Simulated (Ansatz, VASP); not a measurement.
Two plane-wave programs on SiC

```xyz
2
Lattice="0.0000 2.2064 2.2064 2.2064 0.0000 2.2064 2.2361 2.2361 -0.0297" Properties=species:S:1:pos:R:3 pbc="T T T"
Si    0.0000    0.0000    0.0000
C     3.3319    3.3319    3.2873
```

Alike in both runs: task single point; functional PBEsol; k mesh 12 × 12 × 12; occupations gaussian, width 0.05 eV; no spin polarisation.

```csv
,VASP,Ansatz
version,VASP 6.6.1,Ansatz 0.2.0
potentials or method,"VASP PAW PBE potentials, release 64 (Si, C), cutoff 520 eV","scalar-relativistic, plane waves, PAW"
valence electrons in the cell,8,8
```

Ansatz gave:

* gap on the k mesh at the Fermi level (eV): 1.25
* least direct gap on the mesh (eV): 4.29
* pressure (GPa): -11.4
* traceless stress, the component that is largest in VASP (GPa): -3.05
* rms of the force components (eV/Å): 0.064

Question: What did VASP give for the same quantities?

Answer: gap on the k mesh at the Fermi level (eV): 1.24; least direct gap on the mesh (eV): 4.28; pressure (GPa): -11.1; traceless stress, the component that is largest in VASP (GPa): -3.07; rms of the force components (eV/Å): 0.065.

VASP's potentials were made for PBE, not for PBEsol, and Ansatz warns of the same on its side. Atom by atom the forces differ by 0.002 eV/Å (rms over components).
